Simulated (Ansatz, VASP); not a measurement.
# SnSe: VASP beside Ansatz

The input INCAR:

```
SYSTEM = SnSe
  PREC = Accurate
  ENCUT = 520
  EDIFF = 1E-7
  ISMEAR = -1
  SIGMA = 0.01
  LREAL = .False.
  LASPH = .True.
  NELM = 80
  ALGO = Normal
  ISIF = 2
  LWAVE = .False.
  LCHARG = .False.
  GGA = PS
  NBANDS = 17
```

File KPOINTS:

```
Automatic mesh
0
Gamma
  7 7 7
  0 0 0
```

File POSCAR:

```
SnSe
1.0
    0.0000000000      2.9693193375      2.9693193375
    2.9693193375      0.0000000000      2.9693193375
    2.9693193375      2.9693193375      0.0000000000
Sn Se
1 1
Direct
    0.0000000000      0.0000000000      0.0000000000
    0.5000000000      0.5000000000      0.5000000000
```

Input for Ansatz:

```yaml
crystal:
  lattice:
    - [0.0, 2.9693193375, 2.9693193375]
    - [2.9693193375, 0.0, 2.9693193375]
    - [2.9693193375, 2.9693193375, 0.0]
  atoms:
    - { symbol: Sn, position: [0.0, 0.0, 0.0] }
    - { symbol: Se, position: [0.5, 0.5, 0.5] }
kpoints:
  mp_grid: { grid: [7, 7, 7] }
  band_path:
    path:
      - [0.0, 0.0, 0.0]
      - [0.5, 0.0, 0.5]
      - [0.625, 0.25, 0.625]
      - [0.375, 0.375, 0.75]
      - [0.0, 0.0, 0.0]
      - [0.5, 0.5, 0.5]
      - [0.5, 0.25, 0.75]
      - [0.5, 0.0, 0.5]
    npoints: 5
scf:
  occupations: { method: fermi_dirac, width: 0.01 }
hamiltonian:
  xc: pbesol
  pseudopotentials: { kind: all_electron, lapw: { basis_error: 0.0005 } }
output:
  forces: true
  stress: true
  eigenvalues: true
```

Change from the starting cell: volume scaled by 0.96.

Alike in both runs: task single point; functional PBEsol; k mesh 7 × 7 × 7; occupations fermi-dirac, width 0.01 eV; no spin polarisation.

|  | VASP | Ansatz |
| --- | --- | --- |
| version | VASP 6.6.1 | Ansatz 0.2.0 |
| potentials or method | VASP PAW PBE potentials, release 64 (Sn_d, Se), cutoff 520 eV | all-electron LAPW, scalar-relativistic |

```csv
,VASP,Ansatz,Ansatz less VASP
pressure (GPa),0.3,0.2,-0.02
```

VASP's potentials were made for PBE, not for PBEsol. Ansatz ran all-electron here, and VASP with PAW potentials.
